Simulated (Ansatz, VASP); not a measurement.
**AlNi in VASP and in Ansatz**

Contents of POSCAR:

```
AlNi
1.0
    2.8942417658      0.0000000000      0.0000000000
    0.0000000000      2.8942417658      0.0000000000
    0.0000000000      0.0000000000      2.8941449120
Al Ni
1 1
Direct
    0.0000000000      0.0000000000      0.0000000000
    0.5000000000      0.5000000000      0.5000000000
```

Contents of INCAR.step1:

```
PREC = Accurate
ENCUT = 660
ISMEAR = 1
SIGMA = 0.15
LREAL = False
LASPH = True
NELM = 120
NBANDS = 14
GGA = PE
ALGO = Normal
EDIFF = 1E-5
LWAVE = True
LCHARG = False
GGA_COMPAT = False
```

INCAR.step2

```
PREC = Accurate
ENCUT = 660
EDIFF = 1E-6
ISMEAR = 1
SIGMA = 0.15
LREAL = False
LASPH = True
NELM = 120
ALGO = Normal
ISIF = 2
LWAVE = False
LCHARG = False
METAGGA = R2SCAN
LMIXTAU = True
NBANDS = 14
ISTART = 1
GGA_COMPAT = False
```

Contents of KPOINTS:

```
regular mesh
0
Gamma
  20 20 20
```

Input for Ansatz:

```yaml
crystal:
  lattice:
    - [2.8942417658, 0.0, 0.0]
    - [0.0, 2.8942417658, 0.0]
    - [0.0, 0.0, 2.894144912]
  atoms:
    - { symbol: Al, position: [0.0, 0.0, 0.0] }
    - { symbol: Ni, position: [0.5, 0.5, 0.5] }
kpoints:
  mp_grid: { grid: [20, 20, 20] }
hamiltonian:
  xc: r2scan
scf:
  occupations: { method: methfessel_paxton, width: 0.025 }
  mixing: { algorithm: anderson, beta: 0.9 }
output:
  forces: true
  eigenvalues: true
  stress: true
```

Alike in both runs: task single point; functional r2SCAN; k mesh 20 × 20 × 20; no spin polarisation.

|  | VASP | Ansatz |
| --- | --- | --- |
| version | VASP 6.6.1 | Ansatz 0.2.0 |
| potentials or method | VASP PAW PBE potentials, release 64 (Al, Ni) | scalar-relativistic, plane waves, PAW |
| plane-wave cutoff (eV) | 660 | 500 |
| occupations | methfessel-paxton of order 1, width 0.15 eV | methfessel-paxton of order 1, width 0.025 eV |
| valence electrons in the cell | 13 | 21 |

|  | VASP | Ansatz | Ansatz less VASP |
| --- | --- | --- | --- |
| gap on the k mesh at the Fermi level (eV) | none | none | - |
| pressure (GPa) | -5.6 | -5.4 | +0.21 |

VASP's potentials were made for PBE, not for r2SCAN. A gap of «none» marks a metal or a gap that the smearing closes. VASP's potentials hold 13 valence electrons a cell and Ansatz's 21, so a difference there can come from the potentials and not from the codes. Ansatz's warnings: near symmetry operations not taken.
